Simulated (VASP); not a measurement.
# C (Fd-3m) in VASP: single point with LDA

Aim: the single point of C with LDA.

All numbers are computed with VASP 6.6.1; they aren't measurements. Logs are shortened: lines on timing, memory, paths and dates and some standing lists are left out, and cuts for length are marked.

### Step 1. The cell of the first run

The structure is cubic, space group Fd-3m (No. 227). The conventional cell has a = 3.567 Å, b = 3.567 Å, c = 3.567 Å, α = 90.00°, β = 90.00°, γ = 90.00°. C (site symmetry -43m) has 4 C at 1.54 Å within 2.1 Å.

### Step 2. Single point, LDA

File INCAR:

```
ALGO = Normal ; EDIFF = 1E-6
ENCUT = 520 ; ISIF = 2
ISMEAR = 1 ; LASPH = True
LCHARG = False ; LREAL = False
LWAVE = False ; NBANDS = 11
NELM = 100 ; PREC = Accurate
SIGMA = 0.4
```

File KPOINTS:

```
k-points
0
Gamma
  12 12 12
```

File POSCAR:

```
C
1.0
    0.0000000000      1.7834000000      1.7834000000
    1.7834000000      0.0000000000      1.7834000000
    1.7834000000      1.7834000000      0.0000000000
C
2
Direct
    0.5000000000      0.5000000000      0.5000000000
    0.7500000000      0.7500000000      0.7500000000
```

Potentials or basis: VASP PAW LDA potentials, release 64 (C).

Started as:

```sh
$ cat potpaw_LDA.64/C/POTCAR > POTCAR
$ mpirun -np 1 vasp_std > vasp.out
```

OUTCAR:

```text
EDIFF = 1E-6
   ENCUT = 520
   ISIF = 2
   ISMEAR = 1
   LASPH = True
   LREAL = False
   NELM = 100
   PREC = Accurate

 ion  position               nearest neighbor table
   1  0.500  0.500  0.500-   2 1.54   2 1.54   2 1.54   2 1.54
   2  0.750  0.750  0.750-   1 1.54   1 1.54   1 1.54   1 1.54

  LATTYP: Found a face centered cubic cell.
 ALAT       =     3.5668000000

  Lattice vectors:

 A1 = (   0.0000000000,   1.7834000000,   1.7834000000)
 A2 = (   1.7834000000,   0.0000000000,   1.7834000000)
 A3 = (   1.7834000000,   1.7834000000,   0.0000000000)

Analysis of symmetry for initial positions (statically):
=====================================================================
 Subroutine PRICEL returns:
 Original cell was already a primitive cell.

 Routine SETGRP: Setting up the symmetry group for a
 face centered cubic supercell.

 Subroutine GETGRP returns: Found 48 space group operations
 (whereof 24 operations were pure point group operations)
 out of a pool of 48 trial point group operations.

The static configuration has the point symmetry T_d .
 The point group associated with its full space group is O_h .

Analysis of symmetry for dynamics (positions and initial velocities):
=====================================================================
 Subroutine PRICEL returns:
 Original cell was already a primitive cell.

 Routine SETGRP: Setting up the symmetry group for a
 face centered cubic supercell.

 Subroutine GETGRP returns: Found 48 space group operations
 (whereof 24 operations were pure point group operations)
 out of a pool of 48 trial point group operations.

The dynamic configuration has the point symmetry T_d .
 The point group associated with its full space group is O_h .

 Subroutine INISYM returns: Found 48 space group operations
 (whereof 24 operations are pure point group operations),
 and found     1 'primitive' translations

----------------------------------------------------------------------------------------

                                     Primitive cell

  volume of cell :      11.3443

  direct lattice vectors                    reciprocal lattice vectors
     0.000000000  1.783400000  1.783400000    -0.280363351  0.280363351  0.280363351
     1.783400000  0.000000000  1.783400000     0.280363351 -0.280363351  0.280363351
     1.783400000  1.783400000  0.000000000     0.280363351  0.280363351 -0.280363351

  length of vectors
     2.522108467  2.522108467  2.522108467     0.485603568  0.485603568  0.485603568

  position of ions in fractional coordinates (direct lattice)
     0.500000000  0.500000000  0.500000000
     0.750000000  0.750000000  0.750000000

  ion indices of the primitive-cell ions
   primitive index   ion index
                 1           1
                 2           2

----------------------------------------------------------------------------------------

 KPOINTS: k-points

Automatic generation of k-mesh.
 Grid dimensions read from file:
 generate k-points for:   12   12   12

 Generating k-lattice:

  Cartesian coordinates                     Fractional coordinates (reciprocal lattice)
    -0.023363613  0.023363613  0.023363613     0.083333333  0.000000000  0.000000000
     0.023363613 -0.023363613  0.023363613     0.000000000  0.083333333  0.000000000
     0.023363613  0.023363613 -0.023363613     0.000000000  0.000000000  0.083333333

  Length of vectors
     0.040466964  0.040466964  0.040466964

  Shift w.r.t. Gamma in fractional coordinates (k-lattice)
     0.000000000  0.000000000  0.000000000

 Subroutine IBZKPT returns following result:
 ===========================================

 Found     72 irreducible k-points:

 Following reciprocal coordinates:
            Coordinates               Weight
  0.000000  0.000000  0.000000      1.000000
  0.083333  0.000000  0.000000      8.000000
  0.166667  0.000000  0.000000      8.000000
  0.250000  0.000000  0.000000      8.000000
  0.333333  0.000000  0.000000      8.000000
  0.416667  0.000000  0.000000      8.000000
[... 16 lines left out ...]
  0.500000  0.166667  0.000000     24.000000
 -0.416667  0.166667  0.000000     24.000000
 [... further k-points ...]
   k-points           NKPTS =     72   k-points in BZ     NKDIM =     72   number of bands    NBANDS=     11
   number of dos      NEDOS =    301   number of ions     NIONS =      2
   total plane-waves  NPLWV =   8000
   dimension x,y,z NGX =    20 NGY =   20 NGZ =   20
   dimension x,y,z NGXF=    40 NGYF=   40 NGZF=   40
   ions per type =               2
   NGX,Y,Z   is equivalent  to a cutoff of  13.18, 13.18, 13.18 a.u.
   NGXF,Y,Z  is equivalent  to a cutoff of  26.37, 26.37, 26.37 a.u.
 SYSTEM =  unknown system
   PREC   = accura    normal or accurate (medium, high low for compatibility)
   ISTART =      0    job   : 0-new  1-cont  2-samecut
   ICHARG =      2    charge: 1-file 2-atom 10-const
   ISPIN  =      1    spin polarized calculation?
   LNONCOLLINEAR =      F non collinear calculations
   LSORBIT =      F    spin-orbit coupling
   LASPH  =      T    aspherical Exc in radial PAW
   ENCUT  =  520.0 eV  38.22 Ry    6.18 a.u.   4.69  4.69  4.69*2*pi/ulx,y,z
   NELM   =    100;   NELMIN=  2; NELMDL= -5     # of ELM steps
   EDIFF  = 0.1E-05   stopping-criterion for ELM
   LREAL  =      F    real-space projection
   EDIFFG = 0.1E-04   stopping-criterion for IOM
   NSW    =      0    number of steps for IOM
   IBRION =     -1    ionic relax: 0-MD 1-quasi-New 2-CG
   NFREE  =      0    steps in history (QN), initial steepest desc. (CG)
   ISIF   =      2    stress and relaxation
   ISYM   =      2    0-nonsym 1-usesym 2-fastsym
   POTIM  = 0.5000    time-step for ionic-motion
   TEBEG  =    0.0;   TEEND  =   0.0 temperature during run
   PSTRESS=    0.0 pullay stress
   NELECT =       8.0000    total number of electrons
   NUPDOWN=      -1.0000    fix difference up-down
   EMIN   =  10.00;   EMAX   =-10.00  energy-range for DOS
   EFERMI =   0.00;   METHOD = LEGACY
   ISMEAR =     1;   SIGMA  =   0.40  broadening in eV -4-tet -1-fermi 0-gaus
   EFERMI_NEDOS =   21; number of points for ismear=-14 and -15
   IALGO  =     38    algorithm
   IMIX   =      4    mixing-type and parameters
     AMIX     =   0.40;   BMIX     =  1.00
     AMIX_MAG =   1.60;   BMIX_MAG =  1.00
  volume/ion in A,a.u.               =       5.67        38.28
  Fermi-wavevector in a.u.,A,eV,Ry     =   1.457178  2.753668 28.890189  2.123369
  Thomas-Fermi vector in A             =   2.574010
   LORBIT       =      0    0 simple, 1 ext, 2 COOP (PROOUT), +10 PAW based schemes
   GGA     = CA    functional components
   LHFCALC =     F    Hartree Fock is set to
   AEXX    =    0.0000 exact exchange contribution
   IVDW    =     0    specifies the selected vdW correction
   LEPSILON=     F    determine dielectric tensor
   LRPA    =     F    only Hartree local field effects (RPA)
 non-spin polarized calculation
 Methfessel and Paxton  Order N= 1 SIGMA  =   0.40
  energy-cutoff  :      520.00
  volume of cell :       11.34
 maximum number of plane-waves:       316
   NGX =  9   NGY =  9   NGZ =  9

 number of electron       7.9999999 magnetization

 Free energy of the ion-electron system (eV)
  ---------------------------------------------------
  ext. energy  EPLUGINS =         0.00000000
  ---------------------------------------------------
  free energy    TOTEN  =       -20.23491046 eV

  energy without entropy =      -20.23565263  energy(sigma->0) =      -20.23515785

 E-fermi :   9.8100     XC(G=0): -13.4994

 val. band max:        9.7230751568   @ k =   0.0000   0.0000   0.0000
 cond. band min:      13.8458794664   @ k =   0.3333   0.3333   0.0000
 fundamental gap:      4.1228043096
 Fermi energy:         9.8099911086

 k-point     1 :       0.0000    0.0000    0.0000
  band No.  band energies     occupation
      1     -11.5950      2.00000
      2       9.7231      1.35832
      3       9.7231      1.35832
      4       9.7231      1.35832
      5      15.2653     -0.00000
      6      15.2653     -0.00000
      7      15.2653     -0.00000
      8      23.2785      0.00000
      9      28.7260      0.00000
     10      36.3523      0.00000
     11      36.3524      0.00000

 k-point     2 :       0.0833    0.0000    0.0000
  band No.  band energies     occupation
      1     -11.4028      2.00000
      2       8.5110      2.00004
      3       9.4012      2.05451
      4       9.4012      2.05451
      5      15.6859     -0.00000
      6      15.6859     -0.00000
      7      15.9833     -0.00000
      8      23.4106      0.00000
      9      29.0355      0.00000
     10      34.0786      0.00000
     11      34.0786      0.00000

 k-point     3 :       0.1667    0.0000    0.0000
  band No.  band energies     occupation
      1     -10.8285      2.00000
      2       6.0046      2.00000
      3       8.7030      2.00065
      4       8.7030      2.00065
      5      16.5987     -0.00000
      6      16.5987     -0.00000
      7      17.1036     -0.00000
      8      23.7870      0.00000
      9      29.6843      0.00000
     10      32.4677      0.00000
     11      32.4677      0.00000

 k-point     4 :       0.2500    0.0000    0.0000
  band No.  band energies     occupation
      1      -9.8800      2.00000
      2       3.1890      2.00000
      3       7.9834      2.00000
      4       7.9834      2.00000
      5      17.4475     -0.00000
      6      17.4475     -0.00000
      7      17.9156      0.00000
      8      24.3118      0.00000
      9      30.1172      0.00000
     10      32.0384      0.00000
     11      32.0384      0.00000
[... 239 lines left out ...]
 k-point    22 :       0.4167    0.1667    0.0000
  band No.  band energies     occupation
      1      -7.4191      2.00000
      2       0.0263      2.00000
      3       5.4983      2.00000
      4       5.6778      2.00000
      5      16.3464     -0.00000
      6      20.6201      0.00000
      7      20.8545      0.00000
      8      22.2776      0.00000
      9      30.4622      0.00000
     10      31.9829      0.00000
     11      36.9867      0.00000

 k-point    23 :       0.5000    0.1667    0.0000
  band No.  band energies     occupation
      1      -5.8145      2.00000
      2      -2.2308      2.00000
      3       4.7800      2.00000
      4       5.7662      2.00000
      5      16.7601     -0.00000
      6      20.3527      0.00000
      7      20.9982      0.00000
      8      23.8351      0.00000
      9      29.5508      0.00000
     10      33.2685      0.00000
     11      36.1442      0.00000

 k-point    24 :      -0.4167    0.1667    0.0000
  band No.  band energies     occupation
      1      -5.3651      2.00000
      2      -2.7659      2.00000
      3       4.2914      2.00000
      4       6.1451      2.00000
      5      17.1963     -0.00000
      6      19.8684      0.00000
      7      20.9769      0.00000
      8      24.9687      0.00000
      9      28.8797      0.00000
     10      33.7778      0.00000
     11      33.9761      0.00000

 [... further k-points ...]
[... 5 lines left out ...]
  --------------------------------------------------------------------------------------
  -------------------------------------------------------------------------------------
  Total       -0.8255921     -0.8255921     -0.8255921      0.0000000      0.0000000      0.0000000
  in kB     -116.6003374   -116.6003374   -116.6003374      0.0000000      0.0000000      0.0000000
  external PRESSURE =    -116.6003374 kB  Pullay stress =       0.0000000 kB

 VOLUME and BASIS-vectors are now :
 -----------------------------------------------------------------------------
  energy-cutoff  :      520.00
  volume of cell :       11.34
      direct lattice vectors                 reciprocal lattice vectors
     0.000000000  1.783400000  1.783400000    -0.280363351  0.280363351  0.280363351
     1.783400000  0.000000000  1.783400000     0.280363351 -0.280363351  0.280363351
     1.783400000  1.783400000  0.000000000     0.280363351  0.280363351 -0.280363351

 POSITION                                       TOTAL-FORCE (eV/Angst)
 -----------------------------------------------------------------------------------
      1.78340      1.78340      1.78340         0.000000      0.000000      0.000000
      2.67510      2.67510      2.67510        -0.000000     -0.000000     -0.000000
 -----------------------------------------------------------------------------------
    total drift:                                0.000000     -0.000000      0.000000

  FREE ENERGIE OF THE ION-ELECTRON SYSTEM (eV)
  ---------------------------------------------------
  free  energy   TOTEN  =       -20.2349104564 eV

  energy  without entropy=      -20.2356526271  energy(sigma->0) =      -20.23515785
```

It took 5.7 s on 1 thread of AMD EPYC 9R45 (Zen 5), shared host; peak memory 0.08 GiB.

What came out:

```
Free energy            : -20.2349 eV
Pressure               : -11.7 GPa
Band gap on the k mesh : 4.12 eV, indirect (least direct gap 5.54 eV)
```

A k mesh can miss the band edges.
